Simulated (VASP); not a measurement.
## SiO2: relaxation of cell and atoms with LDA

The system is SiO2.

```
Si O
1.0
     4.98200    0.00000    0.00000
     0.00000    4.98200    0.00000
     0.00000    0.00000    6.96300
Si O
4 8
Cartesian
  1.4895 1.4895 0.0000
  1.0015 3.9805 1.7408
  3.4925 3.4925 3.4815
  3.9805 1.0015 5.2222
  1.1951 0.5155 1.2403
  1.9755 3.6861 2.9811
  3.7869 4.4665 4.7218
  3.0065 1.2959 6.4626
  3.6861 1.9755 3.9819
  4.4665 3.7869 2.2412
  1.2959 3.0065 0.5004
  0.5155 1.1951 5.7227
```

```yaml
Program: VASP 6.6.1
Task: relaxation of cell and atoms
Functional: LDA
Potentials_or_basis: VASP PAW LDA potentials, release 64 (Si, O)
Cutoff: 600 eV
k_mesh: 4 × 4 × 3
Occupations: gaussian, width 0.01 eV
Spin: no spin polarisation
Dipole_correction: no
Further_INCAR_settings: ALGO = Normal; EDIFF = 1e-07; IBRION = 2; EDIFFG = -0.002; NSW = 80; ISIF = 3
```

```
Relaxed volume                        : 13.83 Å³/atom
Relaxed cell                          : a = 4.928 Å, b = 4.928 Å, c = 6.832 Å, α = 90.00°, β = 90.00°, γ = 90.00°
Space group after relaxing (to 0.1 Å) : P4_12_12 (No. 92)
Energy gained by relaxing             : 1.1 meV/atom
Ionic steps                           : 67
Pressure after relaxing               : 0.0 GPa
Band gap on the k mesh                : 5.57 eV
```

Step by step:
```
step  energy change (eV)  largest force (eV/Å)  pressure (GPa)  volume (Å³)
   1              0.0000                0.1823            0.32       172.82
   3             -0.0021                0.0325            0.10       172.99
   5             -0.0024                0.0237           -0.20       173.22
   7             -0.0034                0.0234           -0.08       172.87
   9             -0.0036                0.0341           -0.02       172.67
  11             -0.0052                0.0488           -0.12       171.96
  13             -0.0060                0.1099           -0.30       170.85
  15             -0.0067                0.0778           -0.26       170.41
  17             -0.0072                0.0630           -0.16       169.74
  19             -0.0082                0.0430            0.28       169.07
  21             -0.0100                0.0236            0.03       169.00
  23             -0.0108                0.0167           -0.26       168.93
  25             -0.0113                0.0377            0.09       168.28
  27             -0.0120                0.0409           -0.03       167.76
  29             -0.0122                0.0342           -0.04       167.66
  31             -0.0127                0.0148            0.02       167.20
  33             -0.0128                0.0332            0.00       167.10
  35             -0.0130                0.0283           -0.06       166.91
  37             -0.0132                0.0181           -0.03       166.74
  39             -0.0133                0.0190            0.05       166.51
  41             -0.0134                0.0102            0.01       166.40
  43             -0.0134                0.0107           -0.04       166.37
  45             -0.0135                0.0066           -0.01       166.25
  47             -0.0135                0.0129            0.02       166.19
  49             -0.0135                0.0077            0.03       166.14
  51             -0.0135                0.0087            0.01       166.06
  53             -0.0135                0.0071           -0.01       166.06
  55             -0.0136                0.0039           -0.01       166.04
  57             -0.0136                0.0023            0.00       166.03
  59             -0.0136                0.0027            0.01       166.01
  61             -0.0136                0.0049            0.05       165.89
  63             -0.0136                0.0035            0.03       165.95
  65             -0.0136                0.0023           -0.01       165.94
  67             -0.0136                0.0017           -0.01       165.94
```

Final structure:
```cif
data_structure
_symmetry_space_group_name_H-M 'P 1'
_symmetry_Int_Tables_number 1
_cell_length_a 4.9284
_cell_length_b 4.9284
_cell_length_c 6.8320
_cell_angle_alpha 90.000
_cell_angle_beta 90.000
_cell_angle_gamma 90.000
_cell_volume 165.94
loop_
_atom_site_label
_atom_site_type_symbol
_atom_site_fract_x
_atom_site_fract_y
_atom_site_fract_z
_atom_site_occupancy
Si1 Si 0.30705 0.30705 0.00000 1
Si2 Si 0.19295 0.80705 0.25000 1
Si3 Si 0.69295 0.69295 0.50000 1
Si4 Si 0.80705 0.19295 0.75000 1
O1 O 0.23636 0.11800 0.18543 1
O2 O 0.38200 0.73636 0.43543 1
O3 O 0.76364 0.88200 0.68543 1
O4 O 0.61800 0.26364 0.93543 1
O5 O 0.73636 0.38200 0.56457 1
O6 O 0.88200 0.76364 0.31457 1
O7 O 0.26364 0.61800 0.06457 1
O8 O 0.11800 0.23636 0.81457 1
```

Levels at points of the mesh, in eV from the valence-band top:
| k point | band 28 | band 29 | band 30 | band 31 | band 32 | band 33 | band 34 | band 35 | band 36 | band 37 |
| --- | --- | --- | --- | --- | --- | --- | --- | --- | --- | --- |
| (0.00, 0.00, 0.00) | -1.32 | -0.69 | -0.33 | -0.33 | 0.00 | 5.57 | 8.60 | 8.60 | 9.22 | 9.22 |
| (0.50, 0.00, 0.00) | -1.00 | -0.67 | -0.67 | -0.51 | -0.51 | 7.65 | 7.65 | 9.01 | 9.01 | 9.71 |
| (0.50, 0.50, 0.00) | -1.31 | -0.60 | -0.60 | -0.53 | -0.53 | 8.55 | 8.55 | 8.68 | 8.68 | 9.50 |

Run time: 33 min on 1 thread of Intel(R) Xeon(R) Platinum 8488C (Sapphire Rapids) (shared host), peak memory 0.26 GiB.

LDA usually gives volumes a few per cent too small. Zero-point motion and thermal expansion aren't in these numbers.
